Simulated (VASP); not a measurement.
Input of a VASP 6.6.1 run:

File INCAR:

```
SYSTEM = Pb
PREC = Accurate
ENCUT = 520
EDIFF = 1E-6
ISMEAR = -1
SIGMA = 0.05
LREAL = .FALSE.
LASPH = .TRUE.
NELM = 100
ALGO = Normal
ISIF = 2
LWAVE = .FALSE.
LCHARG = .TRUE.
GGA = PE
LELF = .TRUE.
LVHAR = .TRUE.
NBANDS = 21
```

Contents of KPOINTS:

```
regular mesh
0
G
  8 8 8
  0 0 0
```

The input POSCAR:

```
Pb
1.0
    0.0000000000      3.4168854378      3.4168854378
    3.4168854378      0.0000000000      3.4168854378
    3.4168854378      3.4168854378      0.0000000000
Pb
2
Direct
   -0.1250000000     -0.1250000000     -0.1250000000
    0.1250000000      0.1250000000      0.1250000000
```

Potentials or basis: VASP PAW PBE potentials, release 64 (Pb_d).

The run is started by

```sh
$ cat potpaw_PBE.64/Pb_d/POTCAR > POTCAR
$ mpirun -np 1 vasp_std > vasp.out
```

(1) Estimate the band gap on the k mesh.

(2) Estimate the pressure.

Results:

(1) zero (bands 14 and 15 overlap by 1.18 eV).

(2) 3.0 GPa.

Caveat: the cell stands under pressure; spin-orbit coupling is left out, which moves the levels of the heavy elements.
